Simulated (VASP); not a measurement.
# Cd (P6_3/mmc) in VASP: further runs

Runs on Cd. Level: PBE. Tasks: single point.

Program: VASP 6.6.1. These are calculated values, not measurements. Logs are shortened: lines on timing, memory, paths and dates and some standing lists are left out, and cuts for length are marked.

## 1. The cell of the first run

The structure is hexagonal, space group P6_3/mmc (No. 194). Conventional cell: a = 3.093 Å, b = 3.093 Å, c = 10.431 Å, α = 90.00°, β = 90.00°, γ = 120.00°. Within 4.1 Å of Cd (site symmetry -3m) lie 12 Cd at 3.09 to 3.16 Å. Within 4.1 Å of Cd (site symmetry -6m2) lie 12 Cd at 3.09 to 3.16 Å.

## 2. Single point, PBE

Contents of INCAR:

```
PREC = Accurate
ENCUT = 520
EDIFF = 1E-6
ISMEAR = 1
SIGMA = 0.1
LREAL = F
LASPH = T
NELM = 60
ALGO = Normal
ISIF = 2
LWAVE = F
LCHARG = F
GGA = PE
NBANDS = 32
```

Contents of KPOINTS:

```
Automatic mesh
0
Gamma
  3 3 1
```

Contents of POSCAR:

```
Cd
1.0
    3.0930676400      0.0000000000      0.0000000000
   -1.5465338200      2.6786751500      0.0000000000
    0.0000000000      0.0000000000     10.4307369600
Cd
4
Direct
    0.0000000000      0.0000000000      0.0000000000
    0.3333333333      0.6666666667      0.2500000000
    0.0000000000      0.0000000000      0.5000000000
    0.6666666667      0.3333333333      0.7500000000
```

Potentials or basis: VASP PAW PBE potentials, release 64 (Cd).

The run is started by

```
$ cat potpaw_PBE.64/Cd/POTCAR > POTCAR
$ mpirun -np 1 vasp_std > vasp.out
```

OUTCAR:

```text
PREC = Accurate
   ENCUT = 520
   EDIFF = 1E-6
   ISMEAR = 1
   LREAL = F
   LASPH = T
   NELM = 60
   ISIF = 2
   GGA = PE

 ion  position               nearest neighbor table
   1  0.000  0.000  0.000-   2 3.16   4 3.16   4 3.16   2 3.16   4 3.16   2 3.16
   2  0.333  0.667  0.250-   1 3.16   3 3.16   1 3.16   3 3.16   1 3.16   3 3.16
   3  0.000  0.000  0.500-   2 3.16   4 3.16   4 3.16   2 3.16   4 3.16   2 3.16
   4  0.667  0.333  0.750-   1 3.16   3 3.16   1 3.16   3 3.16   1 3.16   3 3.16

  LATTYP: Found a hexagonal cell.
 ALAT       =     3.0930676400
 C/A-ratio  =     3.3722951367

  Lattice vectors:

 A1 = (   3.0930676400,   0.0000000000,   0.0000000000)
 A2 = (  -1.5465338200,   2.6786751500,   0.0000000000)
 A3 = (   0.0000000000,   0.0000000000,  10.4307369600)

Analysis of symmetry for initial positions (statically):
=====================================================================
 Subroutine PRICEL returns:
 Original cell was already a primitive cell.

 Routine SETGRP: Setting up the symmetry group for a
 hexagonal supercell.

 Subroutine GETGRP returns: Found 24 space group operations
 (whereof 12 operations were pure point group operations)
 out of a pool of 24 trial point group operations.

The static configuration has the point symmetry D_3d.
 The point group associated with its full space group is D_6h.

Analysis of symmetry for dynamics (positions and initial velocities):
=====================================================================
 Subroutine PRICEL returns:
 Original cell was already a primitive cell.

 Routine SETGRP: Setting up the symmetry group for a
 hexagonal supercell.

 Subroutine GETGRP returns: Found 24 space group operations
 (whereof 12 operations were pure point group operations)
 out of a pool of 24 trial point group operations.

The dynamic configuration has the point symmetry D_3d.
 The point group associated with its full space group is D_6h.

 Subroutine INISYM returns: Found 24 space group operations
 (whereof 12 operations are pure point group operations),
 and found     1 'primitive' translations

----------------------------------------------------------------------------------------

                                     Primitive cell

  volume of cell :      86.4220

[... 68 lines left out ...]
   ENCUT  =  520.0 eV  38.22 Ry    6.18 a.u.   5.75  5.75 19.39*2*pi/ulx,y,z
   NELM   =     60;   NELMIN=  2; NELMDL= -5     # of ELM steps
   EDIFF  = 0.1E-05   stopping-criterion for ELM
   LREAL  =      F    real-space projection
   EDIFFG = 0.1E-04   stopping-criterion for IOM
   NSW    =      0    number of steps for IOM
   IBRION =     -1    ionic relax: 0-MD 1-quasi-New 2-CG
   NFREE  =      0    steps in history (QN), initial steepest desc. (CG)
   ISIF   =      2    stress and relaxation
   ISYM   =      2    0-nonsym 1-usesym 2-fastsym
   POTIM  = 0.5000    time-step for ionic-motion
   TEBEG  =    0.0;   TEEND  =   0.0 temperature during run
   PSTRESS=    0.0 pullay stress
   NELECT =      48.0000    total number of electrons
   NUPDOWN=      -1.0000    fix difference up-down
   EMIN   =  10.00;   EMAX   =-10.00  energy-range for DOS
   EFERMI =   0.00;   METHOD = LEGACY
   ISMEAR =     1;   SIGMA  =   0.10  broadening in eV -4-tet -1-fermi 0-gaus
   EFERMI_NEDOS =   21; number of points for ismear=-14 and -15
   IALGO  =     38    algorithm
   IMIX   =      4    mixing-type and parameters
     AMIX     =   0.40;   BMIX     =  1.00
     AMIX_MAG =   1.60;   BMIX_MAG =  1.00
  volume/ion in A,a.u.               =      21.61       145.80
  Fermi-wavevector in a.u.,A,eV,Ry     =   1.345696  2.542997 24.638774  1.810899
  Thomas-Fermi vector in A             =   2.473588
   LORBIT       =      0    0 simple, 1 ext, 2 COOP (PROOUT), +10 PAW based schemes
   GGA     = PE    functional components
   LHFCALC =     F    Hartree Fock is set to
   AEXX    =    0.0000 exact exchange contribution
   IVDW    =     0    specifies the selected vdW correction
   LEPSILON=     F    determine dielectric tensor
   LRPA    =     F    only Hartree local field effects (RPA)
 non-spin polarized calculation
 Methfessel and Paxton  Order N= 1 SIGMA  =   0.10
  energy-cutoff  :      520.00
  volume of cell :       86.42
 maximum number of plane-waves:      2334
 NGX is ok and might be reduce to    24
   NGX = 11   NGY = 11   NGZ = 39

 number of electron      48.0000039 magnetization

 Free energy of the ion-electron system (eV)
  ---------------------------------------------------
  ext. energy  EPLUGINS =         0.00000000
  ---------------------------------------------------
  free energy    TOTEN  =        -1.27680608 eV

  energy without entropy =       -1.26982716  energy(sigma->0) =       -1.27447977

 E-fermi :   3.6026     XC(G=0): -11.0120

 val. band max:        3.1044805872   @ k =   0.3333   0.0000   0.0000
 cond. band min:       3.6216428120   @ k =   0.3333   0.3333   0.0000
 fundamental gap:      0.5171622248
 Fermi energy:         3.6025909554

 k-point     1 :       0.0000    0.0000    0.0000
  band No.  band energies     occupation
      1      -6.7464      2.00000
      2      -6.5845      2.00000
      3      -6.4250      2.00000
      4      -6.2796      2.00000
      5      -6.2304      2.00000
      6      -6.2304      2.00000
[... 94 lines left out ...]
     31       8.0460      0.00000
     32       8.3495      0.00000

------------------------ aborting loop because EDIFF is reached ----------------------------------------

  FORCE on cell =-STRESS in cart. coord.  units (eV):
  Direction    XX          YY          ZZ          XY          YZ          ZX
  --------------------------------------------------------------------------------------
  -------------------------------------------------------------------------------------
  Total        0.0935609      0.0935609     12.7987613      0.0000000     -0.0000000     -0.0000000
  in kB        1.7345251      1.7345251    237.2761361      0.0000000     -0.0000000     -0.0000000
  external PRESSURE =      80.2483954 kB  Pullay stress =       0.0000000 kB

 VOLUME and BASIS-vectors are now :
 -----------------------------------------------------------------------------
  energy-cutoff  :      520.00
  volume of cell :       86.42
      direct lattice vectors                 reciprocal lattice vectors
     3.093067640  0.000000000  0.000000000     0.323303631  0.186659439  0.000000000
    -1.546533820  2.678675150  0.000000000     0.000000000  0.373318877  0.000000000
     0.000000000  0.000000000 10.430736960     0.000000000  0.000000000  0.095870503

 POSITION                                       TOTAL-FORCE (eV/Angst)
 -----------------------------------------------------------------------------------
      0.00000      0.00000      0.00000         0.000000      0.000000     -0.000000
     -0.00000      1.78578      2.60768        -0.000000     -0.000000      0.000000
      0.00000      0.00000      5.21537         0.000000      0.000000     -0.000000
      1.54653      0.89289      7.82305         0.000000      0.000000     -0.000000
 -----------------------------------------------------------------------------------
    total drift:                               -0.000000      0.000000     -0.000000

  FREE ENERGIE OF THE ION-ELECTRON SYSTEM (eV)
  ---------------------------------------------------
  free  energy   TOTEN  =        -1.2768060809 eV

  energy  without entropy=       -1.2698271623  energy(sigma->0) =       -1.27447977
```

OSZICAR:

```text
N       E                     dE             d eps       ncg     rms          rms(c)
DAV:   1     0.389435662269E+03    0.38944E+03   -0.25463E+04   192   0.151E+03
DAV:   2     0.960768724865E+01   -0.37983E+03   -0.36035E+03   192   0.405E+02
DAV:   3    -0.143391727550E+01   -0.11042E+02   -0.10859E+02   224   0.785E+01
DAV:   4    -0.147369542657E+01   -0.39778E-01   -0.39770E-01   208   0.382E+00
DAV:   5    -0.147378821484E+01   -0.92788E-04   -0.92786E-04   232   0.196E-01    0.649E+00
DAV:   6    -0.128922248304E+01    0.18457E+00   -0.49478E-01   216   0.693E+00    0.506E+00
DAV:   7    -0.127752703038E+01    0.11695E-01   -0.86746E-02   208   0.232E+00    0.208E+00
DAV:   8    -0.127669712797E+01    0.82990E-03   -0.92814E-03   216   0.973E-01    0.176E-01
DAV:   9    -0.127673637244E+01   -0.39244E-04   -0.94171E-05   224   0.925E-02    0.627E-02
DAV:  10    -0.127680664002E+01   -0.70268E-04   -0.56924E-05   216   0.648E-02    0.998E-03
DAV:  11    -0.127680608089E+01    0.55913E-06   -0.15798E-06   176   0.129E-02
   1 F= -.12768061E+01 E0= -.12744798E+01  d E =-.697892E-02
```

It took 12 s on 1 thread of AMD EPYC 9R14 (Zen 4), shared host; peak memory 0.16 GiB.

What came out:

| Item | Value |
| --- | --- |
| Free energy | -1.2768 eV |
| Pressure | 8.0 GPa |
| Band gap on the k mesh | zero (band 24 reaches 3.62 eV, above the bottom of band 25 at 1.24 eV) |

Caveat: the k points lie up to 0.78 Å⁻¹ apart.

## 3. Single point, PBE

Contents of INCAR:

```
SYSTEM = Cd
ALGO = Normal
EDIFF = 1E-6
ENCUT = 520
GGA = PE
ISIF = 2
ISMEAR = 1
LASPH = .TRUE.
LCHARG = .FALSE.
LREAL = .FALSE.
LWAVE = .FALSE.
NBANDS = 32
NELM = 60
PREC = Accurate
SIGMA = 0.1
```

Contents of KPOINTS:

```
k-points
0
G
  4 4 1
  0 0 0
```

POSCAR is that of step 2.

Potentials or basis: VASP PAW PBE potentials, release 64 (Cd).

The run is started by

```
$ cat potpaw_PBE.64/Cd/POTCAR > POTCAR
$ mpirun -np 1 vasp_std > vasp.out
```

OUTCAR:

```text
SYSTEM = Cd
   EDIFF = 1E-6
   ENCUT = 520
   GGA = PE
   ISIF = 2
   ISMEAR = 1
   LASPH = .TRUE.
   LREAL = .FALSE.
   NELM = 60
   PREC = Accurate

 ion  position               nearest neighbor table
   1  0.000  0.000  0.000-   2 3.16   4 3.16   4 3.16   2 3.16   4 3.16   2 3.16
   2  0.333  0.667  0.250-   1 3.16   3 3.16   1 3.16   3 3.16   1 3.16   3 3.16
   3  0.000  0.000  0.500-   2 3.16   4 3.16   4 3.16   2 3.16   4 3.16   2 3.16
   4  0.667  0.333  0.750-   1 3.16   3 3.16   1 3.16   3 3.16   1 3.16   3 3.16

  LATTYP: Found a hexagonal cell.
 ALAT       =     3.0930676400
 C/A-ratio  =     3.3722951367

  Lattice vectors:

 A1 = (   3.0930676400,   0.0000000000,   0.0000000000)
 A2 = (  -1.5465338200,   2.6786751500,   0.0000000000)
 A3 = (   0.0000000000,   0.0000000000,  10.4307369600)

Analysis of symmetry for initial positions (statically):
=====================================================================
 Subroutine PRICEL returns:
 Original cell was already a primitive cell.

 Routine SETGRP: Setting up the symmetry group for a
 hexagonal supercell.

 Subroutine GETGRP returns: Found 24 space group operations
 (whereof 12 operations were pure point group operations)
 out of a pool of 24 trial point group operations.

The static configuration has the point symmetry D_3d.
 The point group associated with its full space group is D_6h.

Analysis of symmetry for dynamics (positions and initial velocities):
=====================================================================
 Subroutine PRICEL returns:
 Original cell was already a primitive cell.

 Routine SETGRP: Setting up the symmetry group for a
 hexagonal supercell.

 Subroutine GETGRP returns: Found 24 space group operations
 (whereof 12 operations were pure point group operations)
 out of a pool of 24 trial point group operations.

The dynamic configuration has the point symmetry D_3d.
 The point group associated with its full space group is D_6h.

 Subroutine INISYM returns: Found 24 space group operations
 (whereof 12 operations are pure point group operations),
 and found     1 'primitive' translations

----------------------------------------------------------------------------------------

                                     Primitive cell

  volume of cell :      86.4220

  direct lattice vectors                    reciprocal lattice vectors
     3.093067640  0.000000000  0.000000000     0.323303631  0.186659439  0.000000000
    -1.546533820  2.678675150  0.000000000     0.000000000  0.373318877  0.000000000
     0.000000000  0.000000000 10.430736960     0.000000000  0.000000000  0.095870503

  length of vectors
     3.093067640  3.093067638 10.430736960     0.373318877  0.373318877  0.095870503

  position of ions in fractional coordinates (direct lattice)
     0.000000000  0.000000000  0.000000000
     0.333333333  0.666666667  0.250000000
     0.000000000  0.000000000  0.500000000
     0.666666667  0.333333333  0.750000000

  ion indices of the primitive-cell ions
   primitive index   ion index
                 1           1
                 2           2
                 3           3
                 4           4

----------------------------------------------------------------------------------------

 KPOINTS: k-points

Automatic generation of k-mesh.
 Grid dimensions read from file:
 generate k-points for:    4    4    1

 Generating k-lattice:

  Cartesian coordinates                     Fractional coordinates (reciprocal lattice)
     0.080825908  0.046664860  0.000000000     0.250000000  0.000000000  0.000000000
     0.000000000  0.093329719  0.000000000     0.000000000  0.250000000  0.000000000
     0.000000000  0.000000000  0.095870503     0.000000000  0.000000000  1.000000000

  Length of vectors
     0.093329719  0.093329719  0.095870503

  Shift w.r.t. Gamma in fractional coordinates (k-lattice)
     0.000000000  0.000000000  0.000000000

 Subroutine IBZKPT returns following result:
 ===========================================

 Found      4 irreducible k-points:

 Following reciprocal coordinates:
            Coordinates               Weight
  0.000000  0.000000  0.000000      1.000000
  0.250000  0.000000  0.000000      6.000000
  0.500000  0.000000  0.000000      3.000000
  0.250000  0.250000  0.000000      6.000000
   k-points           NKPTS =      4   k-points in BZ     NKDIM =      4   number of bands    NBANDS=     32
   number of dos      NEDOS =    301   number of ions     NIONS =      4
   total plane-waves  NPLWV =  46080
   dimension x,y,z NGX =    24 NGY =   24 NGZ =   80
   dimension x,y,z NGXF=    48 NGYF=   48 NGZF=  160
   ions per type =               4
   NGX,Y,Z   is equivalent  to a cutoff of  12.90, 12.90, 12.75 a.u.
   NGXF,Y,Z  is equivalent  to a cutoff of  25.80, 25.80, 25.50 a.u.
 SYSTEM =  Cd
   PREC   = accura    normal or accurate (medium, high low for compatibility)
   ISTART =      0    job   : 0-new  1-cont  2-samecut
   ICHARG =      2    charge: 1-file 2-atom 10-const
   ISPIN  =      1    spin polarized calculation?
   LNONCOLLINEAR =      F non collinear calculations
   LSORBIT =      F    spin-orbit coupling
   LASPH  =      T    aspherical Exc in radial PAW
   ENCUT  =  520.0 eV  38.22 Ry    6.18 a.u.   5.75  5.75 19.39*2*pi/ulx,y,z
   NELM   =     60;   NELMIN=  2; NELMDL= -5     # of ELM steps
   EDIFF  = 0.1E-05   stopping-criterion for ELM
   LREAL  =      F    real-space projection
   EDIFFG = 0.1E-04   stopping-criterion for IOM
   NSW    =      0    number of steps for IOM
   IBRION =     -1    ionic relax: 0-MD 1-quasi-New 2-CG
   NFREE  =      0    steps in history (QN), initial steepest desc. (CG)
   ISIF   =      2    stress and relaxation
   ISYM   =      2    0-nonsym 1-usesym 2-fastsym
   POTIM  = 0.5000    time-step for ionic-motion
   TEBEG  =    0.0;   TEEND  =   0.0 temperature during run
   PSTRESS=    0.0 pullay stress
   NELECT =      48.0000    total number of electrons
   NUPDOWN=      -1.0000    fix difference up-down
   EMIN   =  10.00;   EMAX   =-10.00  energy-range for DOS
   EFERMI =   0.00;   METHOD = LEGACY
   ISMEAR =     1;   SIGMA  =   0.10  broadening in eV -4-tet -1-fermi 0-gaus
   EFERMI_NEDOS =   21; number of points for ismear=-14 and -15
   IALGO  =     38    algorithm
   IMIX   =      4    mixing-type and parameters
     AMIX     =   0.40;   BMIX     =  1.00
     AMIX_MAG =   1.60;   BMIX_MAG =  1.00
  volume/ion in A,a.u.               =      21.61       145.80
  Fermi-wavevector in a.u.,A,eV,Ry     =   1.345696  2.542997 24.638774  1.810899
  Thomas-Fermi vector in A             =   2.473588
   LORBIT       =      0    0 simple, 1 ext, 2 COOP (PROOUT), +10 PAW based schemes
   GGA     = PE    functional components
   LHFCALC =     F    Hartree Fock is set to
   AEXX    =    0.0000 exact exchange contribution
   IVDW    =     0    specifies the selected vdW correction
   LEPSILON=     F    determine dielectric tensor
   LRPA    =     F    only Hartree local field effects (RPA)
 non-spin polarized calculation
 Methfessel and Paxton  Order N= 1 SIGMA  =   0.10
  energy-cutoff  :      520.00
  volume of cell :       86.42
 maximum number of plane-waves:      2340
 NGX is ok and might be reduce to    24
   NGX = 11   NGY = 11   NGZ = 39

 number of electron      48.0000040 magnetization

 Free energy of the ion-electron system (eV)
  ---------------------------------------------------
  ext. energy  EPLUGINS =         0.00000000
  ---------------------------------------------------
  free energy    TOTEN  =        -3.02822134 eV

  energy without entropy =       -3.02481729  energy(sigma->0) =       -3.02708666

 E-fermi :   2.4464     XC(G=0): -11.0483

 val. band max:        2.4016282451   @ k =   0.2500   0.0000   0.0000
 cond. band min:       2.5356278391   @ k =   0.5000   0.0000   0.0000
 fundamental gap:      0.1339995940
 Fermi energy:         2.4463666040

 k-point     1 :       0.0000    0.0000    0.0000
  band No.  band energies     occupation
      1      -6.8000      2.00000
      2      -6.5789      2.00000
      3      -6.5660      2.00000
      4      -6.3478      2.00000
      5      -6.2813      2.00000
      6      -6.2813      2.00000
[... 129 lines left out ...]
     31       7.1015      0.00000
     32      10.4481      0.00000

------------------------ aborting loop because EDIFF is reached ----------------------------------------

  FORCE on cell =-STRESS in cart. coord.  units (eV):
  Direction    XX          YY          ZZ          XY          YZ          ZX
  --------------------------------------------------------------------------------------
  -------------------------------------------------------------------------------------
  Total       -2.1748556     -2.1748556      6.9209388      0.0000000     -0.0000000      0.0000000
  in kB      -40.3196312    -40.3196312    128.3072315      0.0000000     -0.0000000      0.0000000
  external PRESSURE =      15.8893230 kB  Pullay stress =       0.0000000 kB

 VOLUME and BASIS-vectors are now :
 -----------------------------------------------------------------------------
  energy-cutoff  :      520.00
  volume of cell :       86.42
      direct lattice vectors                 reciprocal lattice vectors
     3.093067640  0.000000000  0.000000000     0.323303631  0.186659439  0.000000000
    -1.546533820  2.678675150  0.000000000     0.000000000  0.373318877  0.000000000
     0.000000000  0.000000000 10.430736960     0.000000000  0.000000000  0.095870503

 POSITION                                       TOTAL-FORCE (eV/Angst)
 -----------------------------------------------------------------------------------
      0.00000      0.00000      0.00000         0.000000      0.000000      0.000000
     -0.00000      1.78578      2.60768        -0.000000     -0.000000      0.000000
      0.00000      0.00000      5.21537         0.000000      0.000000      0.000000
      1.54653      0.89289      7.82305        -0.000000      0.000000      0.000000
 -----------------------------------------------------------------------------------
    total drift:                               -0.000000      0.000000     -0.000000

  FREE ENERGIE OF THE ION-ELECTRON SYSTEM (eV)
  ---------------------------------------------------
  free  energy   TOTEN  =        -3.0282213437 eV

  energy  without entropy=       -3.0248172855  energy(sigma->0) =       -3.02708666
```

Wall time 14 s (1 thread of AMD EPYC 9R14 (Zen 4), shared host); peak memory 0.16 GiB.

What came out:

* Free energy: -3.0282 eV
* Pressure: 1.6 GPa
* Band gap on the k mesh: zero (band 24 reaches 4.68 eV, above the bottom of band 25 at 1.20 eV)

Caveat: the k points lie up to 0.60 Å⁻¹ apart.

(Part 1 of 2 ends here.)
